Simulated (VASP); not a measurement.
# Pd (Fm-3m) in VASP: single point with r2SCAN+rVV10

Aim: the single point of Pd with r2SCAN+rVV10.

All numbers are computed with VASP 6.6.1; they aren't measurements. Logs are shortened: lines on timing, memory, paths and dates and some standing lists are left out, and cuts for length are marked.

## (1) The cell of the first run

It takes space group Fm-3m (No. 225, cubic). The conventional cell has a = 3.891 Å, b = 3.891 Å, c = 3.891 Å, α = 90.00°, β = 90.00°, γ = 90.00°. Pd (site symmetry m-3m) has 12 Pd at 2.75 Å within 3.6 Å.

## (2) Single point, r2SCAN+rVV10

Contents of POSCAR:

```
Pd
1.0
    0.0000000000      1.9454745842      1.9454745842
    1.9454745842      0.0000000000      1.9454745842
    1.9454745842      1.9454745842      0.0000000000
Pd
1
Direct
    0.0000000000      0.0000000000      0.0000000000
```

Contents of INCAR.step1:

```
  ALGO = Normal
  EDIFF = 1E-5
  ENCUT = 690
  GGA = PE
  GGA_COMPAT = F
  ISMEAR = -1
  LASPH = T
  LCHARG = F
  LREAL = F
  LWAVE = T
  NBANDS = 15
  NELM = 120
  PREC = Accurate
  SIGMA = 0.1
```

Contents of INCAR.step2:

```
  ALGO = Normal
  BPARAM = 11.95
  CPARAM = 0.0093
  EDIFF = 1E-6
  ENCUT = 690
  GGA_COMPAT = F
  ISIF = 2
  ISMEAR = -1
  ISTART = 1
  IVDW_NL = 2
  LASPH = T
  LCHARG = F
  LMIXTAU = T
  LREAL = F
  LUSE_VDW = T
  LWAVE = F
  METAGGA = R2SCAN
  NBANDS = 15
  NELM = 120
  PREC = Accurate
  SIGMA = 0.1
```

Contents of KPOINTS:

```
k-points
0
Gamma
  15 15 15
```

Potentials or basis: VASP PAW PBE potentials, release 64 (Pd_sv_GW).

Command:

```sh
$ cat potpaw_PBE.64/Pd_sv_GW/POTCAR > POTCAR
$ cp INCAR.step1 INCAR
$ mpirun -np 1 vasp_std > vasp.out
$ cp INCAR.step2 INCAR
$ mpirun -np 1 vasp_std > vasp.out
```

OUTCAR:

```text
BPARAM = 11.95
   EDIFF = 1E-6
   ENCUT = 690
   ISIF = 2
   ISMEAR = -1
   ISTART = 1
   IVDW_NL = 2
   LASPH = T
   LREAL = F
   METAGGA = R2SCAN
   NELM = 120
   PREC = Accurate

 ion  position               nearest neighbor table
   1  0.000  0.000  0.000-

  LATTYP: Found a face centered cubic cell.
 ALAT       =     3.8909491684

  Lattice vectors:

 A1 = (   0.0000000000,   1.9454745842,   1.9454745842)
 A2 = (   1.9454745842,   0.0000000000,   1.9454745842)
 A3 = (   1.9454745842,   1.9454745842,   0.0000000000)

Analysis of symmetry for initial positions (statically):
=====================================================================
 Subroutine PRICEL returns:
 Original cell was already a primitive cell.

 Routine SETGRP: Setting up the symmetry group for a
 face centered cubic supercell.

 Subroutine GETGRP returns: Found 48 space group operations
 (whereof 48 operations were pure point group operations)
 out of a pool of 48 trial point group operations.

The static configuration has the point symmetry O_h .

Analysis of symmetry for dynamics (positions and initial velocities):
=====================================================================
 Subroutine PRICEL returns:
 Original cell was already a primitive cell.

 Routine SETGRP: Setting up the symmetry group for a
 face centered cubic supercell.

 Subroutine GETGRP returns: Found 48 space group operations
 (whereof 48 operations were pure point group operations)
 out of a pool of 48 trial point group operations.

The dynamic configuration has the point symmetry O_h .

 Subroutine INISYM returns: Found 48 space group operations
 (whereof 48 operations are pure point group operations),
 and found     1 'primitive' translations

----------------------------------------------------------------------------------------

                                     Primitive cell

  volume of cell :      14.7267

  direct lattice vectors                    reciprocal lattice vectors
     0.000000000  1.945474584  1.945474584    -0.257006699  0.257006699  0.257006699
     1.945474584  0.000000000  1.945474584     0.257006699 -0.257006699  0.257006699
     1.945474584  1.945474584  0.000000000     0.257006699  0.257006699 -0.257006699

  length of vectors
     2.751316542  2.751316542  2.751316542     0.445148660  0.445148660  0.445148660

  position of ions in fractional coordinates (direct lattice)
     0.000000000  0.000000000  0.000000000

  ion indices of the primitive-cell ions
   primitive index   ion index
                 1           1

----------------------------------------------------------------------------------------

 KPOINTS: k-points

Automatic generation of k-mesh.
 Grid dimensions read from file:
 generate k-points for:   15   15   15

 Generating k-lattice:

  Cartesian coordinates                     Fractional coordinates (reciprocal lattice)
    -0.017133780  0.017133780  0.017133780     0.066666667  0.000000000  0.000000000
     0.017133780 -0.017133780  0.017133780     0.000000000  0.066666667  0.000000000
     0.017133780  0.017133780 -0.017133780     0.000000000  0.000000000  0.066666667

  Length of vectors
     0.029676577  0.029676577  0.029676577

  Shift w.r.t. Gamma in fractional coordinates (k-lattice)
     0.000000000  0.000000000  0.000000000

 Subroutine IBZKPT returns following result:
 ===========================================

 Found    120 irreducible k-points:

 Following reciprocal coordinates:
            Coordinates               Weight
  0.000000  0.000000  0.000000      1.000000
  0.066667  0.000000  0.000000      8.000000
  0.133333  0.000000  0.000000      8.000000
  0.200000  0.000000  0.000000      8.000000
  0.266667  0.000000  0.000000      8.000000
  0.333333  0.000000  0.000000      8.000000
[... 16 lines left out ...]
  0.133333  0.133333  0.000000      6.000000
  0.200000  0.133333  0.000000     24.000000
 [... further k-points ...]
   k-points           NKPTS =    120   k-points in BZ     NKDIM =    120   number of bands    NBANDS=     15
   number of dos      NEDOS =    301   number of ions     NIONS =      1
   total plane-waves  NPLWV =  13824
   dimension x,y,z NGX =    24 NGY =   24 NGZ =   24
   dimension x,y,z NGXF=    48 NGYF=   48 NGZF=   48
   ions per type =               1
   NGX,Y,Z   is equivalent  to a cutoff of  14.50, 14.50, 14.50 a.u.
   NGXF,Y,Z  is equivalent  to a cutoff of  29.00, 29.00, 29.00 a.u.
 SYSTEM =  unknown system
   PREC   = accura    normal or accurate (medium, high low for compatibility)
   ISTART =      1    job   : 0-new  1-cont  2-samecut
   ICHARG =      0    charge: 1-file 2-atom 10-const
   ISPIN  =      1    spin polarized calculation?
   LNONCOLLINEAR =      F non collinear calculations
   LSORBIT =      F    spin-orbit coupling
   LASPH  =      T    aspherical Exc in radial PAW
   ENCUT  =  690.0 eV  50.71 Ry    7.12 a.u.   5.89  5.89  5.89*2*pi/ulx,y,z
   NELM   =    120;   NELMIN=  2; NELMDL=  0     # of ELM steps
   EDIFF  = 0.1E-05   stopping-criterion for ELM
   LREAL  =      F    real-space projection
   EDIFFG = 0.1E-04   stopping-criterion for IOM
   NSW    =      0    number of steps for IOM
   IBRION =     -1    ionic relax: 0-MD 1-quasi-New 2-CG
   NFREE  =      0    steps in history (QN), initial steepest desc. (CG)
   ISIF   =      2    stress and relaxation
   ISYM   =      2    0-nonsym 1-usesym 2-fastsym
   POTIM  = 0.5000    time-step for ionic-motion
   TEBEG  =    0.0;   TEEND  =   0.0 temperature during run
   PSTRESS=    0.0 pullay stress
   NELECT =      18.0000    total number of electrons
   NUPDOWN=      -1.0000    fix difference up-down
   EMIN   =  10.00;   EMAX   =-10.00  energy-range for DOS
   EFERMI =   0.00;   METHOD = LEGACY
   ISMEAR =    -1;   SIGMA  =   0.10  broadening in eV -4-tet -1-fermi 0-gaus
   EFERMI_NEDOS =   21; number of points for ismear=-14 and -15
   IALGO  =     38    algorithm
   IMIX   =      4    mixing-type and parameters
     AMIX     =   0.40;   BMIX     =  1.00
     AMIX_MAG =   1.60;   BMIX_MAG =  1.00
  volume/ion in A,a.u.               =      14.73        99.38
  Fermi-wavevector in a.u.,A,eV,Ry     =   1.750371  3.307722 41.685510  3.063799
  Thomas-Fermi vector in A             =   2.821103
   LORBIT       =      0    0 simple, 1 ext, 2 COOP (PROOUT), +10 PAW based schemes
   METAGGA = R2SCAN    functional components
   LHFCALC =     F    Hartree Fock is set to
   AEXX    =    0.0000 exact exchange contribution
   IVDW_NL    =     2    kernel type
   BPARAM     =11.9500
   IVDW    =     0    specifies the selected vdW correction
   LEPSILON=     F    determine dielectric tensor
   LRPA    =     F    only Hartree local field effects (RPA)
 non-spin polarized calculation
  energy-cutoff  :      690.00
  volume of cell :       14.73
 maximum number of plane-waves:       620
   NGX = 11   NGY = 11   NGZ = 11

 number of electron      17.9999994 magnetization

 Free energy of the ion-electron system (eV)
  ---------------------------------------------------
  ext. energy  EPLUGINS =         0.00000000
  ---------------------------------------------------
  free energy    TOTEN  =       -21.09408050 eV

  energy without entropy =      -21.03593804  energy(sigma->0) =      -21.06500927

 E-fermi :   8.2883     XC(G=0): -14.4843

 val. band max:        8.2851615362   @ k =  -0.4667   0.3333   0.0667
 cond. band min:       8.3012401630   @ k =   0.4667   0.2000   0.0000
 fundamental gap:      0.0160786269
 Fermi energy:         8.2882633119

 k-point     1 :       0.0000    0.0000    0.0000
  band No.  band energies     occupation
      1     -78.1937      2.00000
      2     -42.8519      2.00000
      3     -42.8519      2.00000
      4     -42.8519      2.00000
      5       1.0950      2.00000
      6       5.3483      2.00000
      7       5.3483      2.00000
      8       5.3483      2.00000
      9       6.9608      2.00000
     10       6.9608      2.00000
     11      26.0155      0.00000
     12      30.9494      0.00000
     13      30.9494      0.00000
     14      30.9494      0.00000
     15      36.8442      0.00000

 k-point     2 :       0.0667    0.0000    0.0000
  band No.  band energies     occupation
      1     -78.1912      2.00000
      2     -42.8711      2.00000
      3     -42.8546      2.00000
      4     -42.8546      2.00000
      5       1.2626      2.00000
      6       5.2901      2.00000
      7       5.4060      2.00000
      8       5.4060      2.00000
      9       6.9338      2.00000
     10       6.9338      2.00000
     11      26.1916      0.00000
     12      29.9515      0.00000
     13      31.1454      0.00000
     14      31.1454      0.00000
     15      37.5422      0.00000

 k-point     3 :       0.1333    0.0000    0.0000
  band No.  band energies     occupation
      1     -78.1839      2.00000
      2     -42.9251      2.00000
      3     -42.8623      2.00000
      4     -42.8623      2.00000
      5       1.7348      2.00000
      6       5.1621      2.00000
      7       5.5441      2.00000
      8       5.5441      2.00000
      9       6.8913      2.00000
     10       6.8913      2.00000
     11      26.4965      0.00000
     12      28.0711      0.00000
     13      31.6920      0.00000
     14      31.6920      0.00000
     15      36.4113      0.00000
[... 343 lines left out ...]
 k-point    23 :       0.1333    0.1333    0.0000
  band No.  band energies     occupation
      1     -78.1807      2.00000
      2     -42.9228      2.00000
      3     -42.8790      2.00000
      4     -42.8790      2.00000
      5       1.9506      2.00000
      6       4.8936      2.00000
      7       5.7480      2.00000
      8       5.7480      2.00000
      9       6.5226      2.00000
     10       7.1472      1.99998
     11      26.9375      0.00000
     12      29.0720      0.00000
     13      30.2193      0.00000
     14      30.2193      0.00000
     15      37.6376      0.00000

 k-point    24 :       0.2000    0.1333    0.0000
  band No.  band energies     occupation
      1     -78.1728      2.00000
      2     -42.9745      2.00000
      3     -42.8929      2.00000
      4     -42.8892      2.00000
      5       2.4597      2.00000
      6       4.6942      2.00000
      7       5.8768      2.00000
      8       5.9398      2.00000
      9       6.4872      2.00000
     10       7.2537      1.99994
     11      27.0014      0.00000
     12      27.7971      0.00000
     13      29.7410      0.00000
     14      30.5320      0.00000
     15      36.4543      0.00000

 [... further k-points ...]

------------------------ aborting loop because EDIFF is reached ----------------------------------------

  FORCE on cell =-STRESS in cart. coord.  units (eV):
  Direction    XX          YY          ZZ          XY          YZ          ZX
  --------------------------------------------------------------------------------------
  -------------------------------------------------------------------------------------
  Total        0.0306355      0.0306355      0.0306355      0.0000000      0.0000000      0.0000000
  in kB        3.3329483      3.3329483      3.3329483      0.0000000      0.0000000      0.0000000
  external PRESSURE =       3.3329483 kB  Pullay stress =       0.0000000 kB

 VOLUME and BASIS-vectors are now :
 -----------------------------------------------------------------------------
  energy-cutoff  :      690.00
  volume of cell :       14.73
      direct lattice vectors                 reciprocal lattice vectors
     0.000000000  1.945474584  1.945474584    -0.257006699  0.257006699  0.257006699
     1.945474584  0.000000000  1.945474584     0.257006699 -0.257006699  0.257006699
     1.945474584  1.945474584  0.000000000     0.257006699  0.257006699 -0.257006699

 POSITION                                       TOTAL-FORCE (eV/Angst)
 -----------------------------------------------------------------------------------
      0.00000      0.00000      0.00000         0.000000      0.000000      0.000000
 -----------------------------------------------------------------------------------
    total drift:                               -0.000000      0.000000     -0.000000

  FREE ENERGIE OF THE ION-ELECTRON SYSTEM (eV)
  ---------------------------------------------------
  free  energy   TOTEN  =       -21.0940804963 eV

  energy  without entropy=      -21.0359380376  energy(sigma->0) =      -21.06500927
```

Wall time 59 s (1 thread of Intel Xeon 6975P-C (Granite Rapids), shared host); peak memory 0.26 GiB.

What came out:

```yaml
Free_energy: -21.0941 eV
Pressure: 0.3 GPa
Band_gap_on_the_k_mesh: zero (bands 9 and 10 overlap by 1.65 eV)
```

Caveat: the PAW data sets were made with another functional, which shifts forces and pressure a little.
